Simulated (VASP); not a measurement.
BeS:

```xyz
2
Lattice="0.0000 2.3146 2.3146 2.3146 0.0000 2.3146 2.3146 2.3146 0.0000" Properties=species:S:1:pos:R:3 pbc="T T T"
Be    0.0000    0.0000    0.0000
S     2.3146    2.3146    2.3146
```

| Item | Value |
| --- | --- |
| Program | VASP 6.6.1 |
| Task | relaxation of cell and atoms |
| Functional | PBEsol |
| Potentials or basis | VASP PAW PBE potentials, release 64 (Be, S) |
| Cutoff | 600 eV |
| k mesh | 8 × 8 × 8 |
| Occupations | fermi-dirac, width 0.02 eV |
| Spin | no spin polarisation |

At the start: pressure -2.6 GPa; volume 12.40 Å³/atom.

**Question.** Where does the relaxation end?

**Answer.** Over 3 steps the energy falls by 2.4 meV/atom and the volume is 12.11 Å³/atom (-2.4 %); space group Fm-3m (No. 225, to 0.05 Å).

Step by step:
```csv
step,energy change (eV),largest force (eV/Å),pressure (GPa),volume (Å³)
1,0.0000,0.0000,-2.59,24.80
2,-0.0046,0.0000,0.61,24.09
3,-0.0048,0.0000,0.00,24.21
```

Final structure:
```
Be S
1.0
     0.00000    2.29623    2.29623
     2.29623    0.00000    2.29623
     2.29623    2.29623    0.00000
Be S
1 1
Direct
  0.00000 0.00000 0.00000
  0.50000 0.50000 0.50000
```

Caveat: the PAW data sets were made with another functional, which shifts forces and pressure a little.
